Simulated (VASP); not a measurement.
# SiO2 (P4_2/mnm) in VASP: settings compared, part 2 of 2

VASP 6.6.1.

### Step 4. Single point, PBE

Input file INCAR:

```
SYSTEM = SiO2
PREC = Accurate ; ENCUT = 520
EDIFF = 1E-6 ; ISMEAR = 0
SIGMA = 0.05 ; LREAL = .False.
LASPH = .True. ; NELM = 80
ALGO = Normal ; ISIF = 2
LWAVE = .False. ; LCHARG = .True.
GGA = PE ; LELF = .True.
LVHAR = .True. ; ISYM = 0
NBANDS = 25
```

Input file KPOINTS:

```
Automatic mesh
0
Gamma
  6 6 8
  0.5 0.5 0.5
```

Input file POSCAR:

```
SiO2
1.0
    4.1757954345      0.0000000000      0.0000000000
    0.0000000000      4.1757954345      0.0000000000
    0.0000000000      0.0000000000      2.6733030260
Si O
2 4
Direct
    0.0000000000      0.0000000000      0.0000000000
    0.5000000000      0.5000000000      0.5000000000
    0.3054628389      0.3054628389      0.0000000000
    0.1945371611      0.8054628389      0.5000000000
    0.6945371611      0.6945371611      0.0000000000
    0.8054628389      0.1945371611      0.5000000000
```

Potentials or basis: VASP PAW PBE potentials, release 64 (Si, O).

On the command line:

```sh
cat potpaw_PBE.64/Si/POTCAR potpaw_PBE.64/O/POTCAR > POTCAR
mpirun -np 1 vasp_std > vasp.out
```

OUTCAR:

```text
SYSTEM = SiO2
   PREC = Accurate
   ENCUT = 520
   EDIFF = 1E-6
   ISMEAR = 0
   LREAL = .False.
   LASPH = .True.
   NELM = 80
   ISIF = 2
   GGA = PE
   ISYM = 0

 ion  position               nearest neighbor table
   1  0.000  0.000  0.000-   4 1.76   6 1.76   4 1.76   6 1.76   5 1.80   3 1.80
   2  0.500  0.500  0.500-   3 1.76   5 1.76   3 1.76   5 1.76   4 1.80   6 1.80
   3  0.305  0.305  0.000-   2 1.76   2 1.76   1 1.80
   4  0.195  0.805  0.500-   1 1.76   1 1.76   2 1.80
   5  0.695  0.695  0.000-   2 1.76   2 1.76   1 1.80
   6  0.805  0.195  0.500-   1 1.76   1 1.76   2 1.80

IMPORTANT INFORMATION: All symmetrisations will be switched off!
NOSYMM: (Re-)initialisation of all symmetry stuff for point group C_1.

----------------------------------------------------------------------------------------

                                     Primitive cell

  volume of cell :      46.6151

  direct lattice vectors                    reciprocal lattice vectors
     4.175795435  0.000000000  0.000000000     0.239475332  0.000000000  0.000000000
     0.000000000  4.175795435  0.000000000     0.000000000  0.239475332  0.000000000
     0.000000000  0.000000000  2.673303026     0.000000000  0.000000000  0.374069079

  length of vectors
     4.175795435  4.175795435  2.673303026     0.239475332  0.239475332  0.374069079

  position of ions in fractional coordinates (direct lattice)
     0.000000000  0.000000000  0.000000000
     0.500000000  0.500000000  0.500000000
     0.305462839  0.305462839  0.000000000
     0.194537161  0.805462839  0.500000000
     0.694537161  0.694537161  0.000000000
     0.805462839  0.194537161  0.500000000

  ion indices of the primitive-cell ions
   primitive index   ion index
                 1           1
                 2           2
                 3           3
                 4           4
                 5           5
                 6           6

----------------------------------------------------------------------------------------

 KPOINTS: Automatic mesh

Automatic generation of k-mesh.
 Grid dimensions read from file:
 generate k-points for:    6    6    8

 Generating k-lattice:

  Cartesian coordinates                     Fractional coordinates (reciprocal lattice)
     0.039912555  0.000000000  0.000000000     0.166666667  0.000000000  0.000000000
     0.000000000  0.039912555  0.000000000     0.000000000  0.166666667  0.000000000
     0.000000000  0.000000000  0.046758635     0.000000000  0.000000000  0.125000000

  Length of vectors
     0.039912555  0.039912555  0.046758635

  Shift w.r.t. Gamma in fractional coordinates (k-lattice)
     0.500000000  0.500000000  0.500000000

 Subroutine IBZKPT returns following result:
 ===========================================

 Found    144 irreducible k-points:

 Following reciprocal coordinates:
            Coordinates               Weight
  0.083333  0.083333  0.062500      2.000000
 -0.083333  0.083333  0.062500      2.000000
 -0.083333 -0.083333  0.062500      2.000000
  0.083333 -0.083333  0.062500      2.000000
  0.250000  0.083333  0.062500      2.000000
 -0.083333  0.250000  0.062500      2.000000
[... 16 lines left out ...]
 -0.250000 -0.250000  0.062500      2.000000
  0.250000 -0.250000  0.062500      2.000000
 [... further k-points ...]
   k-points           NKPTS =    144   k-points in BZ     NKDIM =    144   number of bands    NBANDS=     25
   number of dos      NEDOS =    301   number of ions     NIONS =      6
   total plane-waves  NPLWV =  20480
   dimension x,y,z NGX =    32 NGY =   32 NGZ =   20
   dimension x,y,z NGXF=    64 NGYF=   64 NGZF=   40
   ions per type =               2   4
   NGX,Y,Z   is equivalent  to a cutoff of  12.74, 12.74, 12.44 a.u.
   NGXF,Y,Z  is equivalent  to a cutoff of  25.48, 25.48, 24.87 a.u.
 SYSTEM =  SiO2
   PREC   = accura    normal or accurate (medium, high low for compatibility)
   ISTART =      0    job   : 0-new  1-cont  2-samecut
   ICHARG =      2    charge: 1-file 2-atom 10-const
   ISPIN  =      1    spin polarized calculation?
   LNONCOLLINEAR =      F non collinear calculations
   LSORBIT =      F    spin-orbit coupling
   LASPH  =      T    aspherical Exc in radial PAW
   ENCUT  =  520.0 eV  38.22 Ry    6.18 a.u.   7.76  7.76  4.97*2*pi/ulx,y,z
   NELM   =     80;   NELMIN=  2; NELMDL= -5     # of ELM steps
   EDIFF  = 0.1E-05   stopping-criterion for ELM
   LREAL  =      F    real-space projection
   EDIFFG = 0.1E-04   stopping-criterion for IOM
   NSW    =      0    number of steps for IOM
   IBRION =     -1    ionic relax: 0-MD 1-quasi-New 2-CG
   NFREE  =      0    steps in history (QN), initial steepest desc. (CG)
   ISIF   =      2    stress and relaxation
   ISYM   =      0    0-nonsym 1-usesym 2-fastsym
   POTIM  = 0.5000    time-step for ionic-motion
   TEBEG  =    0.0;   TEEND  =   0.0 temperature during run
   PSTRESS=    0.0 pullay stress
   NELECT =      32.0000    total number of electrons
   NUPDOWN=      -1.0000    fix difference up-down
   EMIN   =  10.00;   EMAX   =-10.00  energy-range for DOS
   EFERMI =   0.00;   METHOD = LEGACY
   ISMEAR =     0;   SIGMA  =   0.05  broadening in eV -4-tet -1-fermi 0-gaus
   EFERMI_NEDOS =   21; number of points for ismear=-14 and -15
   IALGO  =     38    algorithm
   IMIX   =      4    mixing-type and parameters
     AMIX     =   0.40;   BMIX     =  1.00
     AMIX_MAG =   1.60;   BMIX_MAG =  1.00
  volume/ion in A,a.u.               =       7.77        52.43
  Fermi-wavevector in a.u.,A,eV,Ry     =   1.444162  2.729071 28.376368  2.085604
  Thomas-Fermi vector in A             =   2.562488
   LORBIT       =      0    0 simple, 1 ext, 2 COOP (PROOUT), +10 PAW based schemes
   GGA     = PE    functional components
   LHFCALC =     F    Hartree Fock is set to
   AEXX    =    0.0000 exact exchange contribution
   IVDW    =     0    specifies the selected vdW correction
   LEPSILON=     F    determine dielectric tensor
   LRPA    =     F    only Hartree local field effects (RPA)
 non-spin polarized calculation
 Gauss-broadening in eV      SIGMA  =   0.05
  energy-cutoff  :      520.00
  volume of cell :       46.62
 maximum number of plane-waves:      1265
   NGX = 15   NGY = 15   NGZ =  9

 number of electron      31.9999971 magnetization

 Free energy of the ion-electron system (eV)
  ---------------------------------------------------
  ext. energy  EPLUGINS =         0.00000000
  ---------------------------------------------------
  free energy    TOTEN  =       -46.26320135 eV

  energy without entropy =      -46.26320135  energy(sigma->0) =      -46.26320135

 E-fermi :   8.3730     XC(G=0): -12.2687

 val. band max:        8.0966660816   @ k =  -0.0833  -0.0833   0.0625
 cond. band min:      14.2090381981   @ k =  -0.0833  -0.0833   0.0625
 fundamental gap:      6.1123721165
 Fermi energy:         8.3730111819

 k-point     1 :       0.0833    0.0833    0.0625
  band No.  band energies     occupation
      1     -14.2055      2.00000
      2     -11.0383      2.00000
      3     -10.7049      2.00000
      4     -10.1647      2.00000
      5      -2.5498      2.00000
      6       1.4720      2.00000
[... 17 lines left out ...]
     24      22.2887      0.00000
     25      23.8182      0.00000

 k-point     2 :      -0.0833    0.0833    0.0625
  band No.  band energies     occupation
      1     -14.2055      2.00000
      2     -11.0383      2.00000
      3     -10.7049      2.00000
      4     -10.1647      2.00000
      5      -2.5498      2.00000
      6       1.4720      2.00000
[... 17 lines left out ...]
     24      22.2887      0.00000
     25      23.8363      0.00000
[... 586 lines left out ...]
     24      21.5736      0.00000
     25      22.8251      0.00000

 k-point    24 :       0.2500   -0.2500    0.0625
  band No.  band energies     occupation
      1     -13.6512      2.00000
      2     -11.9257      2.00000
      3     -10.8659      2.00000
      4     -10.0802      2.00000
      5      -1.6605      2.00000
      6       0.5513      2.00000
[... 17 lines left out ...]
     24      21.5736      0.00000
     25      22.8234      0.00000

 [... further k-points ...]

------------------------ aborting loop because EDIFF is reached ----------------------------------------

  FORCE on cell =-STRESS in cart. coord.  units (eV):
  Direction    XX          YY          ZZ          XY          YZ          ZX
  --------------------------------------------------------------------------------------
  -------------------------------------------------------------------------------------
  Total        2.9085432      2.9085413      3.0915639     -0.0000869     -0.0000004     -0.0000010
  in kB       99.9676506     99.9675852    106.2581337     -0.0029862     -0.0000149     -0.0000345
  external PRESSURE =     102.0644565 kB  Pullay stress =       0.0000000 kB

 VOLUME and BASIS-vectors are now :
 -----------------------------------------------------------------------------
  energy-cutoff  :      520.00
  volume of cell :       46.62
      direct lattice vectors                 reciprocal lattice vectors
     4.175795435  0.000000000  0.000000000     0.239475332  0.000000000  0.000000000
     0.000000000  4.175795435  0.000000000     0.000000000  0.239475332  0.000000000
     0.000000000  0.000000000  2.673303026     0.000000000  0.000000000  0.374069079

 POSITION                                       TOTAL-FORCE (eV/Angst)
 -----------------------------------------------------------------------------------
      0.00000      0.00000      0.00000        -0.000000     -0.000001     -0.000001
      2.08790      2.08790      1.33665        -0.000005      0.000001      0.000000
      1.27555      1.27555      0.00000        -0.010597     -0.010616     -0.000004
      0.81235      3.36345      1.33665         0.010639     -0.010639      0.000001
      2.90025      2.90025      0.00000         0.010612      0.010611      0.000001
      3.36345      0.81235      1.33665        -0.010649      0.010644      0.000002
 -----------------------------------------------------------------------------------
    total drift:                               -0.000008      0.000040      0.000002

  FREE ENERGIE OF THE ION-ELECTRON SYSTEM (eV)
  ---------------------------------------------------
  free  energy   TOTEN  =       -46.2632013533 eV

  energy  without entropy=      -46.2632013533  energy(sigma->0) =      -46.26320135
```

Wall time 76 s (1 thread of Intel Xeon Platinum 8559C (Emerald Rapids), shared host); peak memory 0.24 GiB.

Results:

- Free energy: -46.2632 eV
- Pressure: 10.2 GPa
- Largest force: 0.015 eV/Å
- Band gap on the k mesh: 6.11 eV

Forces on the atoms (eV/Å):
```
Si   0.000  0.000  0.000
Si   0.000  0.000  0.000
O   -0.011 -0.011  0.000
O    0.011 -0.011  0.000
O    0.011  0.011  0.000
O   -0.011  0.011  0.000
```

Caveat: the cell stands under pressure; a shifted mesh leaves out Γ, where band edges can lie.

### Step 5. Relaxation of shape and atoms at fixed volume, BLYP (8.05 Å³/atom)

This run uses another cell than the first one, of 8.05 Å³/atom.

Input file INCAR:

```
SYSTEM = SiO2
  PREC = Accurate
  ENCUT = 600
  EDIFF = 1E-6
  ISMEAR = 0
  SIGMA = 0.05
  LREAL = .FALSE.
  LASPH = .TRUE.
  NELM = 80
  ALGO = Normal
  ISIF = 4
  LWAVE = .FALSE.
  LCHARG = .FALSE.
  GGA = B5
  ALDAX = 1.0
  AGGAX = 1.0
  AGGAC = 1.0
  ALDAC = 0.0
  IBRION = 2
  NSW = 60
  EDIFFG = -0.01
```

Input file KPOINTS:

```
regular mesh
0
G
  6 6 8
  0 0 0
```

Input file POSCAR:

```
SiO2
1.0
    4.2406866920      0.0000000000      0.0000000000
    0.0000000000      4.2406866920      0.0000000000
    0.0000000000      0.0000000000      2.6842933986
Si O
2 4
Direct
    0.0000000000      0.0000000000      0.0000000000
    0.5000000000      0.5000000000      0.5000000000
    0.3079416557      0.3079416557      0.0000000000
    0.1920583443      0.8079416557      0.5000000000
    0.6920583443      0.6920583443      0.0000000000
    0.8079416557      0.1920583443      0.5000000000
```

On the command line:

```sh
cat potpaw_PBE.64/Si/POTCAR potpaw_PBE.64/O/POTCAR > POTCAR
mpirun -np 1 vasp_std > vasp.out
```

Run time: 2.5 min. Hardware: 1 thread of Intel Xeon Platinum 8559C (Emerald Rapids), shared host; peak memory 0.19 GiB.

The run converged. Its results:

- Free energy: -43.7410 eV
- Energy gained by relaxing: 0.9 meV/atom
- Ionic steps: 5
- Pressure after relaxing: 5.8 GPa
- Band gap on the k mesh: 5.15 eV

Step by step:
```csv
step,energy change (eV),largest force (eV/Å),pressure (GPa),volume (Å³)
1,0.0000,0.1851,6.93,48.27
2,-0.0048,0.0448,5.77,48.27
3,-0.0048,0.0364,5.81,48.27
4,-0.0050,0.0190,5.77,48.27
5,-0.0051,0.0011,5.78,48.27
```

Final structure:
```cif
data_structure
_symmetry_space_group_name_H-M 'P 1'
_symmetry_Int_Tables_number 1
_cell_length_a 4.2290
_cell_length_b 4.2290
_cell_length_c 2.6991
_cell_angle_alpha 90.000
_cell_angle_beta 90.000
_cell_angle_gamma 90.000
_cell_volume 48.27
loop_
_atom_site_label
_atom_site_type_symbol
_atom_site_fract_x
_atom_site_fract_y
_atom_site_fract_z
_atom_site_occupancy
Si1 Si 0.00000 0.00000 0.00000 1
Si2 Si 0.50000 0.50000 0.50000 1
O1 O 0.30662 0.30662 0.00000 1
O2 O 0.19338 0.80662 0.50000 1
O3 O 0.69338 0.69338 0.00000 1
O4 O 0.80662 0.19338 0.50000 1
```

Levels at points of the mesh, in eV from the valence-band top:
| k point | band 13 | band 14 | band 15 | band 16 | band 17 | band 18 | band 19 | band 20 |
| --- | --- | --- | --- | --- | --- | --- | --- | --- |
| (0.00, 0.00, 0.00) | -2.50 | -0.85 | -0.85 | 0.00 | 5.15 | 6.77 | 8.47 | 8.47 |
| (0.50, 0.00, 0.00) | -2.61 | -2.61 | -1.01 | -1.01 | 7.38 | 7.38 | 9.05 | 9.05 |
| (0.50, 0.50, 0.00) | -2.52 | -2.52 | -2.12 | -2.12 | 7.11 | 7.11 | 9.91 | 9.91 |
| (0.00, 0.00, 0.50) | -2.84 | -2.84 | -2.50 | -2.50 | 8.67 | 8.67 | 12.41 | 12.41 |
| (0.50, 0.00, 0.50) | -2.17 | -2.17 | -1.65 | -1.65 | 8.52 | 8.52 | 9.70 | 9.70 |
| (0.50, 0.50, 0.50) | -1.69 | -1.69 | -1.45 | -1.45 | 6.93 | 6.93 | 10.93 | 10.93 |

Caveat: the PAW data sets were made with another functional, which shifts forces and pressure a little. Expect the measured gap to be larger: semilocal functionals such as BLYP lack the derivative discontinuity.

### Step 6. The runs side by side

| task | level | cell | k mesh | cutoff (eV) | gap on the mesh (eV) | pressure (GPa) | largest force (eV/Å) |
| --- | --- | --- | --- | --- | --- | --- | --- |
| single point | PBE | a = 4.176, b = 4.176, c = 2.673 Å, 6 atoms, atomic positions A | 6 × 6 × 8 | 520 | 5.55 | 10.2 | 0.02 |
| single point | BLYP | a = 4.233, b = 4.233, c = 2.694 Å, 6 atoms, atomic positions A | 6 × 6 × 8 | 520 | 5.18 | 6.5 | 0.04 |
| single point | PBE | a = 4.176, b = 4.176, c = 2.673 Å, 6 atoms, atomic positions A | 6 × 6 × 8, shifted | 520 | 6.11 | 10.2 | 0.02 |
| relaxation of shape and atoms at fixed volume | BLYP | relaxed from a = 4.241, b = 4.241, c = 2.684 Å, 6 atoms, atomic positions B | 6 × 6 × 8 | 600 | 5.15 | 5.8 | - |

Alike in all rows: potentials or basis VASP PAW PBE potentials, release 64 (Si, O); no spin polarisation; smearing gaussian 0.05 eV.

Caveats: the cell stands under pressure (at least some runs); the PAW data sets were made with another functional, which shifts forces and pressure a little (at least some runs); a shifted mesh leaves out Γ, where band edges can lie (at least some runs).

Absolute energies hang on the potentials; compare differences alone.
